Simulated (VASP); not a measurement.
Runs of VASP 6.6.1 on AlO5. The structure is that of space group P6/mmm (No. 191), or close to it. The cells are those of the table. 

| task | spin | cell | k mesh | cutoff (eV) | gap on the mesh (eV) | pressure (GPa) | moment (μB) | relaxed volume (Å³/atom) |
| --- | --- | --- | --- | --- | --- | --- | --- | --- |
| single point | collinear, ferromagnetic start | a = 4.409, b = 4.409, c = 3.588 Å, angles 90.0, 90.0, 120.0°, 6 atoms | 6 × 6 × 6 | 520 | none | (a) | 0.37 | - |
| single point | collinear, ferromagnetic start | a = 3.566, b = 3.566, c = 6.377 Å, angles 90.0, 90.0, 120.0°, 6 atoms | 6 × 6 × 4 | 520 | none | 0.1 | 0.74 | - |
| single point | off | a = 4.409, b = 4.409, c = 3.588 Å, angles 90.0, 90.0, 120.0°, 6 atoms | 6 × 6 × 6 | 520 | none | -12.3 | - | - |
| single point | off | a = 3.551, b = 3.551, c = 6.508 Å, angles 90.0, 90.0, 120.0°, 6 atoms | 12 × 12 × 6 | 520 | none | -0.1 | - | - |
| single point | off | a = 3.566, b = 3.566, c = 6.377 Å, angles 90.0, 90.0, 120.0°, 6 atoms | 6 × 6 × 6 | 520 | none | -0.1 | - | - |
| relaxation of cell and atoms | off | relaxed from a = 4.409, b = 4.409, c = 3.588 Å, angles 90.0, 90.0, 120.0°, 6 atoms | 6 × 6 × 6 | 600 | none | 0.4 | - | 9.10 |
| relaxation of cell and atoms | off | relaxed from a = 3.566, b = 3.566, c = 6.377 Å, angles 90.0, 90.0, 120.0°, 6 atoms | 12 × 12 × 6 | 600 | none | 0.0 | - | (b) |

Alike in all rows: level PBE; potentials or basis VASP PAW PBE potentials, release 64 (Al, O); smearing gaussian 0.1 eV.

Q: Fill in the values left out.

A: (a) -12.2; (b) 11.60.

Caveats: an odd number of electrons without spin polarisation forces a metal (some runs); a magnetic or distorted state may lie lower (some runs).

A gap of «none» marks levels without a gap at the run's occupations.
